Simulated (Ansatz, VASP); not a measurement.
## One calculation of InGaTe3, two programs

Contents of INCAR:

```
SYSTEM = InGaTe3
  ALGO = Normal
  EDIFF = 1E-6
  EDIFFG = -0.01
  ENCUT = 600
  GGA = PE
  IBRION = 2
  ISIF = 3
  ISMEAR = 0
  LASPH = .TRUE.
  LCHARG = .FALSE.
  LREAL = .FALSE.
  LWAVE = .FALSE.
  NELM = 80
  NSW = 100
  PREC = Accurate
  SIGMA = 0.1
```

Contents of KPOINTS:

```
k-points
0
G
  8 8 8
  0 0 0
```

The input POSCAR:

```
InGaTe3
1.0
    5.7415528195      0.0000000000      0.0000000000
    0.0000000000      5.7415528195      0.0000000000
    0.0000000000      0.0000000000      5.7415528195
In Ga Te
1 1 3
Direct
    0.0000000000      0.0000000000      0.0000000000
    0.5000000000      0.5000000000      0.5000000000
    0.5000000000      0.0000000000      0.0000000000
    0.0000000000      0.5000000000      0.0000000000
    0.0000000000      0.0000000000      0.5000000000
```

Input for Ansatz:

```yaml
crystal:
  lattice:
    - [5.7415528195, 0.0, 0.0]
    - [0.0, 5.7415528195, 0.0]
    - [0.0, 0.0, 5.7415528195]
  atoms:
    - { symbol: In, position: [0.0, 0.0, 0.0] }
    - { symbol: Ga, position: [0.5, 0.5, 0.5] }
    - { symbol: Te, position: [0.5, 0.0, 0.0] }
    - { symbol: Te, position: [0.0, 0.5, 0.0] }
    - { symbol: Te, position: [0.0, 0.0, 0.5] }
basis:
  ecutwfc: 420
kpoints:
  mp_grid: { grid: [8, 8, 8] }
hamiltonian:
  xc: pbe
scf:
  occupations: { method: gaussian, width: 0.1 }
output:
  forces: true
  stress: true
  eigenvalues: true
relax:
  adjacent_minimum: "off"
  f_tol: 0.01
  max_steps: 80
  cell: { stress_tol: 0.05 }
```

Alike in both runs: task relaxation of cell and atoms; functional PBE; k mesh 8 × 8 × 8; occupations gaussian, width 0.1 eV; no spin polarisation.

```csv
,VASP,Ansatz
version,VASP 6.6.1,Ansatz 0.2.0
potentials or method,"VASP PAW PBE potentials, release 64 (In_d, Ga_d, Te), cutoff 600 eV","scalar-relativistic, plane waves, PAW"
valence electrons in the cell,44,74
```

```csv
,VASP,Ansatz,Ansatz less VASP
"gap on the k mesh at the Fermi level, each at its own relaxed structure (eV)",none,none,-
relaxed volume (Å³/atom),37.63,37.71,+0.075
relaxed length of the cell vector where the two differ most in proportion (Å),5.730,5.734,+0.0038
```

A gap of «none» marks a metal or a gap that the smearing closes. VASP's potentials hold 44 valence electrons a cell and Ansatz's 74, so a difference there can come from the potentials and not from the codes.

Spin-orbit coupling is off throughout.
